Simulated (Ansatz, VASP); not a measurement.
# MgO in VASP and in Ansatz

INCAR

```
SYSTEM = MgO
PREC     = Accurate       ! precision mode
ENCUT    = 520            ! plane-wave cutoff, eV
EDIFF    = 1E-6           ! SCF threshold, eV
ISMEAR   = 0              ! smearing method
SIGMA    = 0.05           ! smearing width, eV
LREAL    = .FALSE.        ! projectors in reciprocal space
LASPH    = .TRUE.         ! aspherical terms in the spheres
NELM     = 80             ! most SCF steps
ALGO     = Normal         ! electronic algorithm
ISIF     = 2              ! what is computed and relaxed
LWAVE    = .FALSE.        ! write WAVECAR
LCHARG   = .FALSE.        ! write CHGCAR
GGA      = PE             ! functional
NBANDS   = 16             ! bands
```

File KPOINTS:

```
Automatic mesh
0
G
  9 9 6
  0 0 0
```

File POSCAR:

```
MgO
1.0
    3.0832000000      0.0000000000      0.0000000000
   -1.5416000000      2.6701295249      0.0000000000
    0.0000000000      0.0000000000      5.5313000000
Mg O
2 2
Direct
    0.3333333333      0.6666666667      0.0063188013
    0.6666666667      0.3333333333      0.5063188013
    0.3333333333      0.6666666667      0.3982811987
    0.6666666667      0.3333333333      0.8982811987
```

Input for Ansatz:

```yaml
crystal:
  lattice:
    - [3.0832, 0.0, 0.0]
    - [-1.5416, 2.6701295249, 0.0]
    - [0.0, 0.0, 5.5313]
  atoms:
    - { symbol: Mg, position: [0.3333333333, 0.6666666667, 0.0063188013] }
    - { symbol: Mg, position: [0.6666666667, 0.3333333333, 0.5063188013] }
    - { symbol: O, position: [0.3333333333, 0.6666666667, 0.3982811987] }
    - { symbol: O, position: [0.6666666667, 0.3333333333, 0.8982811987] }
basis:
  ecutwfc: 520.0
kpoints:
  mp_grid: { grid: [9, 9, 6] }
hamiltonian:
  xc: pbe
  pseudopotentials: { kind: paw, azcp: { folder: soft_1 } }
scf:
  occupations: { method: gaussian, width: 0.05 }
output:
  forces: true
  stress: true
  eigenvalues: true
```

Alike in both runs: task single point; functional PBE; k mesh 9 × 9 × 6; occupations gaussian, width 0.05 eV; no spin polarisation.

|  | VASP | Ansatz |
| --- | --- | --- |
| version | VASP 6.6.1 | Ansatz 0.2.0 |
| potentials or method | VASP PAW PBE potentials, release 64 (Mg, O), cutoff 520 eV | scalar-relativistic, plane waves, PAW |
| valence electrons in the cell | 16 | 32 |

VASP gave:

- gap on the k mesh at the Fermi level (eV): 3.82
- least direct gap on the mesh (eV): 3.82
- pressure (GPa): 14.2
- traceless stress, the component that is largest in VASP (GPa): -22.65
- rms of the force components (eV/Å): 0.685

**Question.** Which values does Ansatz return?

**Answer.** gap on the k mesh at the Fermi level (eV): 3.84; least direct gap on the mesh (eV): 3.84; pressure (GPa): 14.4; traceless stress, the component that is largest in VASP (GPa): -22.31; rms of the force components (eV/Å): 0.674.

Atom by atom the forces differ by 0.011 eV/Å (rms over components). VASP's potentials hold 16 valence electrons a cell and Ansatz's 32, so a difference there can come from the potentials and not from the codes.
